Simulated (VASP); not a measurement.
# Ti (P6_3/mmc) in VASP: further runs, part 2 of 2

VASP 6.6.1. Earlier steps stand in the parts before.

## (4) Single point, PBEsol

This run uses another cell than the first one, of 16.46 Å³/atom.

Input file INCAR:

```
PREC = Accurate
ENCUT = 520
EDIFF = 1E-7
ISMEAR = -1
SIGMA = 0.08
LREAL = F
LASPH = T
NELM = 80
ALGO = Normal
ISIF = 2
LWAVE = F
LCHARG = F
GGA = PS
NBANDS = 19
```

Input file KPOINTS:

```
regular mesh
0
Gamma
  18 18 10
```

Input file POSCAR:

```
Ti
1.0
    2.8848921241      0.0000000000      0.0000000000
   -1.4424460620      2.4983898666      0.0000000000
    0.0000000000      0.0000000000      4.5685514673
Ti
2
Direct
    0.3333333333      0.6666666667      0.2500000000
    0.6666666667      0.3333333333      0.7500000000
```

Potentials or basis: VASP PAW PBE potentials, release 64 (Ti_sv).

Command:

```console
> cat potpaw_PBE.64/Ti_sv/POTCAR > POTCAR
> mpirun -np 1 vasp_std > vasp.out
```

OUTCAR:

```text
PREC = Accurate
   ENCUT = 520
   EDIFF = 1E-7
   ISMEAR = -1
   LREAL = F
   LASPH = T
   NELM = 80
   ISIF = 2
   GGA = PS

 ion  position               nearest neighbor table
   1  0.333  0.667  0.250-   2 2.83   2 2.83   2 2.83   2 2.83   2 2.83   2 2.83
   2  0.667  0.333  0.750-   1 2.83   1 2.83   1 2.83   1 2.83   1 2.83   1 2.83

  LATTYP: Found a hexagonal cell.
 ALAT       =     2.8848921241
 C/A-ratio  =     1.5836125826

  Lattice vectors:

 A1 = (   2.8848921241,   0.0000000000,   0.0000000000)
 A2 = (  -1.4424460620,   2.4983898666,   0.0000000000)
 A3 = (   0.0000000000,   0.0000000000,   4.5685514673)

Analysis of symmetry for initial positions (statically):
=====================================================================
 Subroutine PRICEL returns:
 Original cell was already a primitive cell.

 Routine SETGRP: Setting up the symmetry group for a
 hexagonal supercell.

 Subroutine GETGRP returns: Found 24 space group operations
 (whereof 12 operations were pure point group operations)
[... 162 lines left out ...]
  free energy    TOTEN  =       -16.69830260 eV

  energy without entropy =      -16.65314568  energy(sigma->0) =      -16.67572414

 E-fermi :   8.7720     XC(G=0): -11.8931

 val. band max:        8.7596483921   @ k =   0.3333   0.2222   0.3000
 cond. band min:       8.7765472024   @ k =   0.3333   0.1667   0.4000
 fundamental gap:      0.0168988103
 Fermi energy:         8.7719970646

 k-point     1 :       0.0000    0.0000    0.0000
  band No.  band energies     occupation
      1     -47.7534      2.00000
      2     -47.5802      2.00000
      3     -24.5085      2.00000
      4     -23.7460      2.00000
      5     -23.7460      2.00000
      6     -23.6546      2.00000
[... 505 lines left out ...]
      6     -23.9462      2.00000
[... 11 lines left out ...]
     18      12.5221      0.00000
     19      13.3308      0.00000

 [... further k-points ...]

------------------------ aborting loop because EDIFF is reached ----------------------------------------

  FORCE on cell =-STRESS in cart. coord.  units (eV):
  Direction    XX          YY          ZZ          XY          YZ          ZX
  --------------------------------------------------------------------------------------
  -------------------------------------------------------------------------------------
  Total        0.3451751      0.3451751      0.3432229      0.0000000     -0.0000000      0.0000000
  in kB       16.7950651     16.7950651     16.7000767      0.0000000     -0.0000000      0.0000000
  external PRESSURE =      16.7634023 kB  Pullay stress =       0.0000000 kB

 VOLUME and BASIS-vectors are now :
 -----------------------------------------------------------------------------
  energy-cutoff  :      520.00
  volume of cell :       32.93
      direct lattice vectors                 reciprocal lattice vectors
     2.884892124  0.000000000  0.000000000     0.346633412  0.200128894  0.000000000
    -1.442446062  2.498389867  0.000000000     0.000000000  0.400257787  0.000000000
     0.000000000  0.000000000  4.568551467     0.000000000  0.000000000  0.218887761

 POSITION                                       TOTAL-FORCE (eV/Angst)
 -----------------------------------------------------------------------------------
     -0.00000      1.66559      1.14214        -0.000000      0.000000      0.000000
      1.44245      0.83280      3.42641         0.000000     -0.000000      0.000000
 -----------------------------------------------------------------------------------
    total drift:                               -0.000000      0.000000     -0.000000

  FREE ENERGIE OF THE ION-ELECTRON SYSTEM (eV)
  ---------------------------------------------------
  free  energy   TOTEN  =       -16.6983025981 eV

  energy  without entropy=      -16.6531456789  energy(sigma->0) =      -16.67572414
```

stdout:

```text
POSCAR found type information on POSCAR Ti
 POSCAR found :  1 types and       2 ions
 scaLAPACK will be used
 -----------------------------------------------------------------------------
|                                                                             |
|                                                                             |
|     You enforced a specific xc type in the INCAR file but a different       |
|     I HOPE YOU KNOW WHAT YOU ARE DOING!                                     |
|                                                                             |
 -----------------------------------------------------------------------------

 LDA part: xc-table for (Slater+PW92), standard interpolation
 POSCAR, INCAR and KPOINTS ok, starting setup
 FFT: planning ... GRIDC
 FFT: planning ... GRID_SOFT
 FFT: planning ... GRID
 WAVECAR not read
 entering main loop
```

It took 79 s on 1 thread of AMD EPYC 9R45 (Zen 5), shared host; peak memory 0.21 GiB.

Results:

- Free energy: -16.6983 eV
- Pressure: 1.7 GPa
- Band gap on the k mesh: zero (bands 12 and 13 overlap by 1.12 eV)

Caveat: the PAW data sets were made with another functional, which shifts forces and pressure a little.

## (5) Single point, PBEsol

This run uses another cell than the first one, of 16.60 Å³/atom.

Input file INCAR:

```
SYSTEM = Ti
  PREC = Accurate
  ENCUT = 520
  EDIFF = 1E-6
  ISMEAR = -1
  SIGMA = 0.08
  LREAL = .False.
  LASPH = .True.
  NELM = 80
  ALGO = Normal
  ISIF = 2
  LWAVE = .False.
  LCHARG = .False.
  GGA = PS
  NBANDS = 19
```

Input file KPOINTS:

```
regular mesh
0
Gamma
  18 18 10
  0 0 0
```

Input file POSCAR:

```
Ti
1.0
    2.8929144795      0.0000000000      0.0000000000
   -1.4464572398      2.5053374302      0.0000000000
    0.0000000000      0.0000000000      4.5803976165
Ti
2
Direct
    0.3333333333      0.6666666667      0.2500000000
    0.6666666667      0.3333333333      0.7500000000
```

Command:

```console
> cat potpaw_PBE.64/Ti_sv/POTCAR > POTCAR
> mpirun -np 1 vasp_std > vasp.out
```

Run time: 69 s. Hardware: 1 thread of AMD EPYC 9R45 (Zen 5), shared host; peak memory 0.21 GiB.

It converged, with:

* Free energy: -16.7004 eV
* Pressure: 0.7 GPa
* Band gap on the k mesh: zero (bands 12 and 13 overlap by 1.12 eV)

Levels at points of the mesh, in eV from the Fermi level:
```csv
k point,band 9,band 10,band 11,band 12,band 13,band 14,band 15,band 16
"(0.00, 0.00, 0.00)",-6.31,-2.80,0.81,0.81,0.93,0.94,1.34,1.34
"(0.50, 0.00, 0.00)",-2.40,-2.29,-1.96,-0.56,0.49,0.68,1.26,3.56
"(0.00, 0.00, 0.50)",-4.38,-4.38,0.10,0.10,0.71,0.71,0.71,0.71
"(0.50, 0.00, 0.50)",-2.66,-2.66,-0.86,-0.86,1.47,1.47,1.83,1.83
```

Caveat: the PAW data sets were made with another functional, which shifts forces and pressure a little.

## (6) Single point, PBEsol

This run uses another cell than the first one, of 16.73 Å³/atom.

Input file INCAR:

```
SYSTEM = Ti
PREC     = Accurate       ! precision mode
ENCUT    = 520            ! plane-wave cutoff, eV
EDIFF    = 1E-6           ! SCF threshold, eV
ISMEAR   = -1             ! smearing method
SIGMA    = 0.08           ! smearing width, eV
LREAL    = .FALSE.        ! projectors in reciprocal space
LASPH    = .TRUE.         ! aspherical terms in the spheres
NELM     = 100            ! most SCF steps
ALGO     = Normal         ! electronic algorithm
ISIF     = 2              ! what is computed and relaxed
LWAVE    = .FALSE.        ! write WAVECAR
LCHARG   = .FALSE.        ! write CHGCAR
GGA      = PS             ! functional
NBANDS   = 19             ! bands
```

Input file KPOINTS:

```
regular mesh
0
G
  18 18 10
  0 0 0
```

Input file POSCAR:

```
Ti
1.0
    2.9009130925      0.0000000000      0.0000000000
   -1.4504565462      2.5122644323      0.0000000000
    0.0000000000      0.0000000000      4.5923241493
Ti
2
Direct
    0.3333333333      0.6666666667      0.2500000000
    0.6666666667      0.3333333333      0.7500000000
```

Potentials or basis: VASP PAW PBE potentials, release 64 (Ti_sv).

Command:

```console
> cat potpaw_PBE.64/Ti_sv/POTCAR > POTCAR
> mpirun -np 1 vasp_std > vasp.out
```

OUTCAR:

```text
SYSTEM = Ti
   PREC = Accurate
   ENCUT = 520
   EDIFF = 1E-6
   ISMEAR = -1
   LREAL = .FALSE.
   LASPH = .TRUE.
   NELM = 100
   ISIF = 2
   GGA = PS

 ion  position               nearest neighbor table
   1  0.333  0.667  0.250-   2 2.84   2 2.84   2 2.84   2 2.84   2 2.84   2 2.84
   2  0.667  0.333  0.750-   1 2.84   1 2.84   1 2.84   1 2.84   1 2.84   1 2.84

  LATTYP: Found a hexagonal cell.
 ALAT       =     2.9009130925
 C/A-ratio  =     1.5830616095

  Lattice vectors:

 A1 = (   2.9009130925,   0.0000000000,   0.0000000000)
 A2 = (  -1.4504565462,   2.5122644323,   0.0000000000)
 A3 = (   0.0000000000,   0.0000000000,   4.5923241493)

Analysis of symmetry for initial positions (statically):
=====================================================================
 Subroutine PRICEL returns:
 Original cell was already a primitive cell.

 Routine SETGRP: Setting up the symmetry group for a
 hexagonal supercell.

 Subroutine GETGRP returns: Found 24 space group operations
 (whereof 12 operations were pure point group operations)
 out of a pool of 24 trial point group operations.
[... 161 lines left out ...]
  free energy    TOTEN  =       -16.70081221 eV

  energy without entropy =      -16.65493657  energy(sigma->0) =      -16.67787439

 E-fermi :   8.5944     XC(G=0): -11.8140

 val. band max:        8.5861209994   @ k =   0.1667   0.0000   0.1000
 cond. band min:       8.6006360102   @ k =   0.3333   0.1667   0.4000
 fundamental gap:      0.0145150108
 Fermi energy:         8.5944247403

 k-point     1 :       0.0000    0.0000    0.0000
  band No.  band energies     occupation
      1     -47.9570      2.00000
      2     -47.7944      2.00000
      3     -24.6919      2.00000
      4     -23.9660      2.00000
      5     -23.9660      2.00000
      6     -23.8806      2.00000
[... 505 lines left out ...]
      6     -24.1558      2.00000
[... 11 lines left out ...]
     18      12.2703      0.00000
     19      13.0570      0.00000

 [... further k-points ...]

------------------------ aborting loop because EDIFF is reached ----------------------------------------

  FORCE on cell =-STRESS in cart. coord.  units (eV):
  Direction    XX          YY          ZZ          XY          YZ          ZX
  --------------------------------------------------------------------------------------
  -------------------------------------------------------------------------------------
  Total       -0.0481786     -0.0481786     -0.0545728     -0.0000000     -0.0000000      0.0000000
  in kB       -2.3063866     -2.3063866     -2.6124889     -0.0000000     -0.0000000      0.0000000
  external PRESSURE =      -2.4084207 kB  Pullay stress =       0.0000000 kB

 VOLUME and BASIS-vectors are now :
 -----------------------------------------------------------------------------
  energy-cutoff  :      520.00
  volume of cell :       33.47
      direct lattice vectors                 reciprocal lattice vectors
     2.900913093  0.000000000  0.000000000     0.344719048  0.199023635  0.000000000
    -1.450456546  2.512264432  0.000000000     0.000000000  0.398047270  0.000000000
     0.000000000  0.000000000  4.592324149     0.000000000  0.000000000  0.217754664

 POSITION                                       TOTAL-FORCE (eV/Angst)
 -----------------------------------------------------------------------------------
     -0.00000      1.67484      1.14808         0.000000      0.000000      0.000000
      1.45046      0.83742      3.44424        -0.000000      0.000000      0.000000
 -----------------------------------------------------------------------------------
    total drift:                               -0.000000      0.000000     -0.000000

  FREE ENERGIE OF THE ION-ELECTRON SYSTEM (eV)
  ---------------------------------------------------
  free  energy   TOTEN  =       -16.7008122107 eV

  energy  without entropy=      -16.6549365700  energy(sigma->0) =      -16.67787439
```

OSZICAR:

```text
N       E                     dE             d eps       ncg     rms          rms(c)
DAV:   1     0.263320516890E+03    0.26332E+03   -0.13023E+04  8436   0.159E+03
DAV:   2     0.113743594482E+02   -0.25195E+03   -0.24773E+03  8679   0.444E+02
DAV:   3    -0.177389402944E+02   -0.29113E+02   -0.28796E+02 15647   0.124E+02
DAV:   4    -0.188834864426E+02   -0.11445E+01   -0.11423E+01  9824   0.257E+01
DAV:   5    -0.189339325610E+02   -0.50446E-01   -0.50440E-01 12387   0.390E+00    0.129E+01
DAV:   6    -0.167077239455E+02    0.22262E+01   -0.77506E+00  9812   0.283E+01    0.318E+00
DAV:   7    -0.166813360225E+02    0.26388E-01   -0.80155E-01 12729   0.650E+00    0.212E+00
DAV:   8    -0.167089647376E+02   -0.27629E-01   -0.21954E-01  9198   0.547E+00    0.760E-01
DAV:   9    -0.167002350344E+02    0.87297E-02   -0.47934E-02  9464   0.228E+00    0.770E-02
DAV:  10    -0.167007848961E+02   -0.54986E-03   -0.37949E-03 12300   0.356E-01    0.887E-02
DAV:  11    -0.167008231400E+02   -0.38244E-04   -0.12916E-04 10398   0.825E-02    0.439E-02
DAV:  12    -0.167008122932E+02    0.10847E-04   -0.43883E-05  9231   0.610E-02    0.426E-03
DAV:  13    -0.167008122107E+02    0.82518E-07   -0.16204E-06  6407   0.112E-02
   1 F= -.16700812E+02 E0= -.16677874E+02  d E =-.458756E-01
```

stdout:

```text
POSCAR found type information on POSCAR Ti
 POSCAR found :  1 types and       2 ions
 scaLAPACK will be used
 -----------------------------------------------------------------------------
|                                                                             |
|                                                                             |
|     You enforced a specific xc type in the INCAR file but a different       |
|     I HOPE YOU KNOW WHAT YOU ARE DOING!                                     |
|                                                                             |
 -----------------------------------------------------------------------------

 LDA part: xc-table for (Slater+PW92), standard interpolation
 POSCAR, INCAR and KPOINTS ok, starting setup
 FFT: planning ... GRIDC
 FFT: planning ... GRID_SOFT
 FFT: planning ... GRID
 WAVECAR not read
 entering main loop
```

Wall time 69 s (1 thread of AMD EPYC 9R45 (Zen 5), shared host); peak memory 0.21 GiB.

Results:

| Quantity | Value |
| --- | --- |
| Free energy | -16.7008 eV |
| Pressure | -0.2 GPa |
| Band gap on the k mesh | zero (bands 12 and 13 overlap by 1.11 eV) |

Caveat: the PAW data sets were made with another functional, which shifts forces and pressure a little.

## (7) Overview

| cell | gap on the mesh (eV) | pressure (GPa) |
| --- | --- | --- |
| a = 2.848, b = 2.848, c = 4.516 Å, angles 90.0, 90.0, 120.0°, 2 atoms | none | 6.7 |
| a = 2.869, b = 2.869, c = 4.547 Å, angles 90.0, 90.0, 120.0°, 2 atoms | none | 3.7 |
| a = 2.885, b = 2.885, c = 4.569 Å, angles 90.0, 90.0, 120.0°, 2 atoms | none | 1.7 |
| a = 2.893, b = 2.893, c = 4.580 Å, angles 90.0, 90.0, 120.0°, 2 atoms | none | 0.7 |
| a = 2.901, b = 2.901, c = 4.592 Å, angles 90.0, 90.0, 120.0°, 2 atoms | none | -0.2 |

Alike in all rows: task single point; level PBEsol; potentials or basis VASP PAW PBE potentials, release 64 (Ti_sv); no spin polarisation; k mesh 18 × 18 × 10; cutoff (eV) 520; smearing fermi-dirac 0.08 eV.

Caveats: the PAW data sets were made with another functional, which shifts forces and pressure a little; the cell stands under pressure (at least some runs).

Absolute energies hang on the potentials; compare differences alone.
